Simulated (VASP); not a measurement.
Write the native input for VASP 6.6.1 that does the following.

| Quantity | Value |
| --- | --- |
| Task | single point |
| Functional | PBE |
| Potentials or basis | VASP PAW PBE potentials, release 64 (Pt, Se) |
| Cutoff | 520 eV |
| k mesh | 12 × 12 × 6 |
| Occupations | gaussian, width 0.05 eV |
| Spin | no spin polarisation |
| Dipole correction | no |
| Further INCAR settings | ALGO = Normal; EDIFF = 1e-06; NBANDS = 18 |

The structure of PtSe2 lies in POSCAR:

```
PtSe2
1.0
    3.8573978361      0.0000000000      0.0000000000
   -1.9286989181      3.3406045186      0.0000000000
    0.0000000000      0.0000000000      6.1739638606
Pt Se
1 2
Direct
    0.0000000000      0.0000000000      0.0000000000
    0.3333333333      0.6666666667      0.2001869949
    0.6666666667      0.3333333333      0.7998130051
```

This cell differs from its parent crystal: ratio of the length along z to the lengths across it x 0.92, volume and fractional coordinates fixed.

One way to write it, as run:

INCAR

```
PREC = Accurate
ENCUT = 520
EDIFF = 1E-6
ISMEAR = 0
SIGMA = 0.05
LREAL = False
LASPH = True
NELM = 80
ALGO = Normal
ISIF = 2
LWAVE = False
LCHARG = False
GGA = PE
NBANDS = 18
```

KPOINTS

```
regular mesh
0
Gamma
  12 12 6
```

Potentials or basis: VASP PAW PBE potentials, release 64 (Pt, Se).

Command:

```bash
$ cat potpaw_PBE.64/Pt/POTCAR potpaw_PBE.64/Se/POTCAR > POTCAR
$ mpirun -np 1 vasp_std > vasp.out
```

Results of the run:

* Pressure: -1.9 GPa
* Largest force: 0.143 eV/Å
* Band gap on the k mesh: 0.54 eV, indirect (least direct gap 0.79 eV)

Caveat: spin-orbit coupling is left out, which moves the levels of the heavy elements; this functional lacks dispersion, which binds the layers, so the pressure and a relaxed spacing across them are unreliable.

Wall time 2.9 min on 1 thread of Intel(R) Xeon(R) Platinum 8259CL CPU @ 2.50GHz (Skylake/Cascade Lake), with other jobs on the host, peak memory 0.29 GiB.
